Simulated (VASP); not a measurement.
**W6Cl: single point with PBE**

Crystal: W6Cl.

```
W Cl
1.0
     8.02319    0.00000    0.00000
    -4.01160    6.94829    0.00000
     0.00000    0.00000    4.23812
W Cl
6 1
Direct
  0.50000 0.00000 0.50000
  0.00000 0.50000 0.50000
  0.50000 0.50000 0.50000
  0.33333 0.66667 0.50000
  0.66667 0.33333 0.50000
  0.00000 0.00000 0.50000
  0.00000 0.00000 0.00000
```

* Program: VASP 6.6.1
* Task: single point
* Functional: PBE
* Potentials or basis: VASP PAW PBE potentials, release 64 (W_sv, Cl)
* Cutoff: 520 eV
* k mesh: 3 × 3 × 4
* Occupations: gaussian, width 0.2 eV
* Spin: no spin polarisation
* Dipole correction: no
* Further INCAR settings: ALGO = Normal; EDIFF = 1e-07; NBANDS = 54

The pressure is 0.7 GPa.

Stress tensor (GPa, compression positive):
```
1.01 0.00 0.00
0.00 1.01 0.00
0.00 0.00 0.11
```

Levels at points of the mesh, in eV from the Fermi level:
| k point | band 42 | band 43 | band 44 | band 45 | band 46 | band 47 | band 48 | band 49 | band 50 | band 51 |
| --- | --- | --- | --- | --- | --- | --- | --- | --- | --- | --- |
| (0.00, 0.00, 0.00) | -0.77 | -0.59 | -0.54 | -0.54 | -0.18 | -0.18 | -0.06 | -0.06 | 0.27 | 0.30 |
| (0.00, 0.00, 0.50) | -0.21 | -0.16 | -0.16 | -0.15 | -0.11 | -0.10 | -0.10 | 0.25 | 0.29 | 0.92 |

Run time: 75 s on 1 thread of Intel(R) Xeon(R) 6975P-C (Granite Rapids), on a shared host, peak memory 0.36 GiB.

Caveat: the k points lie up to 0.37 Å⁻¹ apart; spin-orbit coupling is left out, which moves the levels of the heavy elements; an odd number of electrons without spin polarisation forces a metal; a magnetic or distorted state may lie lower.
